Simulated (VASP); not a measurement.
Input of a VASP 6.6.1 run:

INCAR

```
SYSTEM = B3Br
  PREC = Accurate
  ENCUT = 520
  EDIFF = 1E-6
  ISMEAR = 0
  SIGMA = 0.02
  LREAL = .False.
  LASPH = .True.
  NELM = 100
  ALGO = Normal
  ISIF = 2
  LWAVE = .False.
  LCHARG = .False.
  GGA = PE
  NBANDS = 26
```

File KPOINTS:

```
Automatic mesh
0
Gamma
  6 6 6
  0 0 0
```

File POSCAR:

```
B3Br
1.0
    2.1390679243      1.2349914419      8.2855628141
   -2.1390679243      1.2349914419      8.2855628141
    0.0000000000     -2.4699828838      8.2855628141
B Br
6 2
Direct
    0.0977410071      0.6450016106      0.7996837670
    0.6450016106      0.7996837670      0.0977410071
    0.7996837670      0.0977410071      0.6450016106
    0.9022589929      0.3549983894      0.2003162330
    0.3549983894      0.2003162330      0.9022589929
    0.2003162330      0.9022589929      0.3549983894
    0.5954349134      0.5954349134      0.5954349134
    0.4045650866      0.4045650866      0.4045650866
```

Potentials or basis: VASP PAW PBE potentials, release 64 (B, Br).

Launch:

```bash
$ cat potpaw_PBE.64/B/POTCAR potpaw_PBE.64/Br/POTCAR > POTCAR
$ mpirun -np 1 vasp_std > vasp.out
```

(1) Estimate the pressure.

(2) What does it give for the largest force?

(3) What does it give for the band gap on the k mesh?

Results:

(1) 0.0 GPa.

(2) 0.010 eV/Å.

(3) 0.97 eV (least direct gap 1.04 eV).
